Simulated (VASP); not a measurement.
# CdS (P6_3mc) in VASP: single point with PBE

Aim: the single point of CdS with PBE.

Everything below comes from runs of VASP 6.6.1. Logs are shortened: lines on timing, memory, paths and dates and some standing lists are left out, and cuts for length are marked.

**1. The cell of the first run**

It takes space group P6_3mc (No. 186, hexagonal). Conventional cell: a = 4.165 Å, b = 4.165 Å, c = 6.766 Å, α = 90.00°, β = 90.00°, γ = 120.00°. Within 3.4 Å of Cd (site symmetry 3m) lie 4 S at 2.54 to 2.55 Å. Within 3.4 Å of S (site symmetry 3m) lie 4 Cd at 2.54 to 2.55 Å.

**2. Single point, PBE**

INCAR reads:

```
  PREC = Accurate
  ENCUT = 520
  EDIFF = 1E-6
  ISMEAR = 0
  SIGMA = 0.01
  LREAL = False
  LASPH = True
  NELM = 60
  ALGO = Normal
  ISIF = 2
  LWAVE = False
  LCHARG = False
  GGA = PE
  NBANDS = 26
```

KPOINTS reads:

```
regular mesh
0
Gamma
  6 6 4
```

POSCAR reads:

```
CdS
1.0
    4.1646012683      0.0000000000      0.0000000000
   -2.0823006341      3.6066504950      0.0000000000
    0.0000000000      0.0000000000      6.7660104976
Cd S
2 2
Direct
    0.3333333333      0.6666666667     -0.0009631151
    0.6666666667      0.3333333333      0.4990368849
    0.3333333333      0.6666666667      0.3759631151
    0.6666666667      0.3333333333      0.8759631151
```

Potentials or basis: VASP PAW PBE potentials, release 64 (Cd, S).

Launch:

```bash
$ cat potpaw_PBE.64/Cd/POTCAR potpaw_PBE.64/S/POTCAR > POTCAR
$ mpirun -np 1 vasp_std > vasp.out
```

OUTCAR:

```text
PREC = Accurate
   ENCUT = 520
   EDIFF = 1E-6
   ISMEAR = 0
   LREAL = False
   LASPH = True
   NELM = 60
   ISIF = 2
   GGA = PE

 ion  position               nearest neighbor table
   1  0.333  0.667  0.999-   4 2.54   4 2.54   4 2.54   3 2.55
   2  0.667  0.333  0.499-   3 2.54   3 2.54   3 2.54   4 2.55
   3  0.333  0.667  0.376-   2 2.54   2 2.54   2 2.54   1 2.55
   4  0.667  0.333  0.876-   1 2.54   1 2.54   1 2.54   2 2.55

  LATTYP: Found a hexagonal cell.
 ALAT       =     4.1646012683
 C/A-ratio  =     1.6246478502

  Lattice vectors:

 A1 = (   4.1646012683,   0.0000000000,   0.0000000000)
 A2 = (  -2.0823006341,   3.6066504950,   0.0000000000)
 A3 = (   0.0000000000,   0.0000000000,   6.7660104976)

Analysis of symmetry for initial positions (statically):
=====================================================================
 Subroutine PRICEL returns:
 Original cell was already a primitive cell.

 Routine SETGRP: Setting up the symmetry group for a
 hexagonal supercell.

 Subroutine GETGRP returns: Found 12 space group operations
 (whereof  6 operations were pure point group operations)
 out of a pool of 24 trial point group operations.

The static configuration has the point symmetry C_3v.
 The point group associated with its full space group is C_6v.

Analysis of symmetry for dynamics (positions and initial velocities):
=====================================================================
 Subroutine PRICEL returns:
 Original cell was already a primitive cell.

 Routine SETGRP: Setting up the symmetry group for a
 hexagonal supercell.

 Subroutine GETGRP returns: Found 12 space group operations
 (whereof  6 operations were pure point group operations)
 out of a pool of 24 trial point group operations.

The dynamic configuration has the point symmetry C_3v.
 The point group associated with its full space group is C_6v.

 Subroutine INISYM returns: Found 12 space group operations
 (whereof  6 operations are pure point group operations),
 and found     1 'primitive' translations

----------------------------------------------------------------------------------------

                                     Primitive cell

  volume of cell :     101.6272

  direct lattice vectors                    reciprocal lattice vectors
     4.164601268  0.000000000  0.000000000     0.240119026  0.138632784  0.000000000
    -2.082300634  3.606650495  0.000000000     0.000000000  0.277265569  0.000000000
     0.000000000  0.000000000  6.766010498     0.000000000  0.000000000  0.147797583

[... 84 lines left out ...]
   LREAL  =      F    real-space projection
   EDIFFG = 0.1E-04   stopping-criterion for IOM
   NSW    =      0    number of steps for IOM
   IBRION =     -1    ionic relax: 0-MD 1-quasi-New 2-CG
   NFREE  =      0    steps in history (QN), initial steepest desc. (CG)
   ISIF   =      2    stress and relaxation
   ISYM   =      2    0-nonsym 1-usesym 2-fastsym
   POTIM  = 0.5000    time-step for ionic-motion
   TEBEG  =    0.0;   TEEND  =   0.0 temperature during run
   PSTRESS=    0.0 pullay stress
   NELECT =      36.0000    total number of electrons
   NUPDOWN=      -1.0000    fix difference up-down
   EMIN   =  10.00;   EMAX   =-10.00  energy-range for DOS
   EFERMI =   0.00;   METHOD = LEGACY
   ISMEAR =     0;   SIGMA  =   0.01  broadening in eV -4-tet -1-fermi 0-gaus
   EFERMI_NEDOS =   21; number of points for ismear=-14 and -15
   IALGO  =     38    algorithm
   IMIX   =      4    mixing-type and parameters
     AMIX     =   0.40;   BMIX     =  1.00
     AMIX_MAG =   1.60;   BMIX_MAG =  1.00
  volume/ion in A,a.u.               =      25.41       171.45
  Fermi-wavevector in a.u.,A,eV,Ry     =   1.158348  2.188960 18.255881  1.341769
  Thomas-Fermi vector in A             =   2.294951
   LORBIT       =      0    0 simple, 1 ext, 2 COOP (PROOUT), +10 PAW based schemes
   GGA     = PE    functional components
   LHFCALC =     F    Hartree Fock is set to
   AEXX    =    0.0000 exact exchange contribution
   IVDW    =     0    specifies the selected vdW correction
   LEPSILON=     F    determine dielectric tensor
   LRPA    =     F    only Hartree local field effects (RPA)
 non-spin polarized calculation
 Gauss-broadening in eV      SIGMA  =   0.01
  energy-cutoff  :      520.00
  volume of cell :      101.63
 maximum number of plane-waves:      2786
 NGX is ok and might be reduce to    32
   NGX = 15   NGY = 15   NGZ = 25

 number of electron      35.9999998 magnetization

 Free energy of the ion-electron system (eV)
  ---------------------------------------------------
  ext. energy  EPLUGINS =         0.00000000
  ---------------------------------------------------
  free energy    TOTEN  =       -12.28148422 eV

  energy without entropy =      -12.28148422  energy(sigma->0) =      -12.28148422

 E-fermi :   1.1916     XC(G=0):  -9.0320

 val. band max:        1.1103486874   @ k =   0.0000   0.0000   0.0000
 cond. band min:       2.2845129466   @ k =   0.0000   0.0000   0.0000
 fundamental gap:      1.1741642593
 Fermi energy:         1.1915947819

 k-point     1 :       0.0000    0.0000    0.0000
  band No.  band energies     occupation
      1     -11.1173      2.00000
      2     -10.7065      2.00000
      3      -6.5128      2.00000
      4      -6.5077      2.00000
      5      -6.5077      2.00000
      6      -6.4282      2.00000
[... 598 lines left out ...]
     25      10.4448      0.00000
     26      10.4448      0.00000

------------------------ aborting loop because EDIFF is reached ----------------------------------------

  FORCE on cell =-STRESS in cart. coord.  units (eV):
  Direction    XX          YY          ZZ          XY          YZ          ZX
  --------------------------------------------------------------------------------------
  -------------------------------------------------------------------------------------
  Total        1.0670103      1.0670103      1.1054504      0.0000000      0.0000000      0.0000000
  in kB       16.8216673     16.8216673     17.4276842      0.0000000      0.0000000      0.0000000
  external PRESSURE =      17.0236729 kB  Pullay stress =       0.0000000 kB

 VOLUME and BASIS-vectors are now :
 -----------------------------------------------------------------------------
  energy-cutoff  :      520.00
  volume of cell :      101.63
      direct lattice vectors                 reciprocal lattice vectors
     4.164601268  0.000000000  0.000000000     0.240119026  0.138632784  0.000000000
    -2.082300634  3.606650495  0.000000000     0.000000000  0.277265569  0.000000000
     0.000000000  0.000000000  6.766010498     0.000000000  0.000000000  0.147797583

 POSITION                                       TOTAL-FORCE (eV/Angst)
 -----------------------------------------------------------------------------------
     -0.00000      2.40443      6.75949         0.000000     -0.000000      0.001977
      2.08230      1.20222      3.37649         0.000000      0.000000      0.001977
     -0.00000      2.40443      2.54377         0.000000     -0.000000     -0.001977
      2.08230      1.20222      5.92678        -0.000000     -0.000000     -0.001977
 -----------------------------------------------------------------------------------
    total drift:                               -0.000000     -0.000000     -0.001025

  FREE ENERGIE OF THE ION-ELECTRON SYSTEM (eV)
  ---------------------------------------------------
  free  energy   TOTEN  =       -12.2814842226 eV

  energy  without entropy=      -12.2814842226  energy(sigma->0) =      -12.28148422
```

OSZICAR:

```text
N       E                     dE             d eps       ncg     rms          rms(c)
DAV:   1     0.247720349376E+03    0.24772E+03   -0.17258E+04  1092   0.126E+03
DAV:   2     0.525844605694E+00   -0.24719E+03   -0.23840E+03  1180   0.319E+02
DAV:   3    -0.132299804526E+02   -0.13756E+02   -0.13667E+02  1318   0.750E+01
DAV:   4    -0.133722330904E+02   -0.14225E+00   -0.14212E+00  1234   0.739E+00
DAV:   5    -0.133744322216E+02   -0.21991E-02   -0.21990E-02  1304   0.921E-01    0.109E+01
DAV:   6    -0.123040703030E+02    0.10704E+01   -0.19157E+00  1446   0.141E+01    0.868E+00
DAV:   7    -0.122847575812E+02    0.19313E-01   -0.70669E-01  1146   0.447E+00    0.397E+00
DAV:   8    -0.122823716549E+02    0.23859E-02   -0.82350E-02  1180   0.283E+00    0.521E-01
DAV:   9    -0.122810954731E+02    0.12762E-02   -0.14005E-02  1204   0.145E+00    0.149E-01
DAV:  10    -0.122813256355E+02   -0.23016E-03   -0.11958E-03  1176   0.341E-01    0.116E-01
DAV:  11    -0.122814872697E+02   -0.16163E-03   -0.28905E-04  1222   0.119E-01    0.820E-02
DAV:  12    -0.122814811474E+02    0.61223E-05   -0.14629E-04  1152   0.923E-02    0.152E-02
DAV:  13    -0.122814834634E+02   -0.23161E-05   -0.18222E-05  1278   0.268E-02    0.722E-03
DAV:  14    -0.122814842226E+02   -0.75918E-06   -0.23267E-06   968   0.133E-02
   1 F= -.12281484E+02 E0= -.12281484E+02  d E =-.168494E-32
```

stdout:

```text
POSCAR found type information on POSCAR CdS
 POSCAR found :  2 types and       4 ions
 scaLAPACK will be used
 LDA part: xc-table for (Slater+PW92), standard interpolation
 POSCAR, INCAR and KPOINTS ok, starting setup
 FFT: planning ... GRIDC
 FFT: planning ... GRID_SOFT
 FFT: planning ... GRID
 WAVECAR not read
 entering main loop
```

Run time: 19 s. Hardware: 1 thread of Intel Xeon 6975P-C (Granite Rapids), shared host; peak memory 0.23 GiB.

Results:

- Free energy: -12.2815 eV
- Pressure: 1.7 GPa
- Band gap on the k mesh: 1.17 eV, direct
